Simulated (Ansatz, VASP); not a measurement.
## Cr: VASP beside Ansatz

The input INCAR:

```
PREC = Accurate
ENCUT = 600
EDIFF = 1E-7
ISMEAR = 0
SIGMA = 0.1
LREAL = False
LASPH = True
NELM = 60
ALGO = Fast
ISIF = 3
LWAVE = False
LCHARG = False
GGA = PE
IBRION = 2
NSW = 100
EDIFFG = -0.01
```

The input KPOINTS:

```
regular mesh
0
Gamma
  18 18 18
```

POSCAR

```
Cr
1.0
    2.3412147518      0.0000000000      0.0000000000
    0.0000000000      2.3412147518      0.0000000000
    0.0000000000      0.0000000000      2.3412147518
Cr
1
Direct
    0.0000000000      0.0000000000      0.0000000000
```

Input for Ansatz:

```yaml
crystal:
  lattice:
    - [2.3412147518, 0.0, 0.0]
    - [0.0, 2.3412147518, 0.0]
    - [0.0, 0.0, 2.3412147518]
  atoms:
    - { symbol: Cr, position: [0.0, 0.0, 0.0] }
basis:
  ecutwfc: 420
kpoints:
  mp_grid: { grid: [18, 18, 18] }
hamiltonian:
  xc: pbe
scf:
  occupations: { method: gaussian, width: 0.1 }
output:
  forces: true
  stress: true
  eigenvalues: true
relax:
  adjacent_minimum: "off"
  f_tol: 0.01
  max_steps: 80
  cell: { stress_tol: 0.05 }
```

Alike in both runs: task relaxation of cell and atoms; functional PBE; k mesh 18 × 18 × 18; occupations gaussian, width 0.1 eV; no spin polarisation.

```csv
,VASP,Ansatz
version,VASP 6.6.1,Ansatz 0.2.0
potentials or method,"VASP PAW PBE potentials, release 64 (Cr_pv), cutoff 600 eV","scalar-relativistic, plane waves, PAW"
valence electrons in the cell,12,14
```

VASP gave:

| Quantity | Value |
| --- | --- |
| gap on the k mesh at the Fermi level, each at its own relaxed structure (eV) | none |
| relaxed volume (Å³/atom) | 12.78 |
| relaxed cell length with the largest relative difference (Å) | 2.338 |

Question: Which values does Ansatz return?

Answer: gap on the k mesh at the Fermi level, each at its own relaxed structure (eV): none; relaxed volume (Å³/atom): 12.79; relaxed cell length with the largest relative difference (Å): 2.339.

A gap of «none» marks a metal or a gap that the smearing closes. VASP's potentials hold 12 valence electrons a cell and Ansatz's 14, so a difference there can come from the potentials and not from the codes.
